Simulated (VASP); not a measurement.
The system is RbBr.

```
Rb Br
1.0
     0.00000    3.42700    3.42700
     3.42700    0.00000    3.42700
     3.42700    3.42700    0.00000
Rb Br
1 1
Cartesian
  0.0000 0.0000 0.0000
  3.4270 3.4270 3.4270
```

* Program: VASP 6.6.1
* Task: relaxation of cell and atoms
* Functional: PBE
* Dispersion: D4
* Potentials or basis: VASP PAW PBE potentials, release 64 (Rb_sv, Br)
* Cutoff: 600 eV
* k mesh: 6 × 6 × 6
* Occupations: methfessel-paxton, width 0.05 eV
* Spin: no spin polarisation

At the start: pressure 0.5 GPa; volume 40.25 Å³/atom.

Problem. Where does the relaxation end?

Solution. Over 3 steps the energy falls by 2.1 meV/atom and the volume is 41.70 Å³/atom (+3.6 %); space group Fm-3m (No. 225, to 0.1 Å) before and after.

Step by step:
```csv
step,energy change (eV),largest force (eV/Å),pressure (GPa),volume (Å³)
1,0.0000,0.0000,0.49,80.50
2,-0.0032,0.0000,0.23,81.95
3,-0.0042,0.0000,-0.01,83.40
```

Final structure:
```
Rb Br
1.0
     0.00000    3.46767    3.46767
     3.46767    0.00000    3.46767
     3.46767    3.46767    0.00000
Rb Br
1 1
Direct
  0.00000 0.00000 0.00000
  0.50000 0.50000 0.50000
```
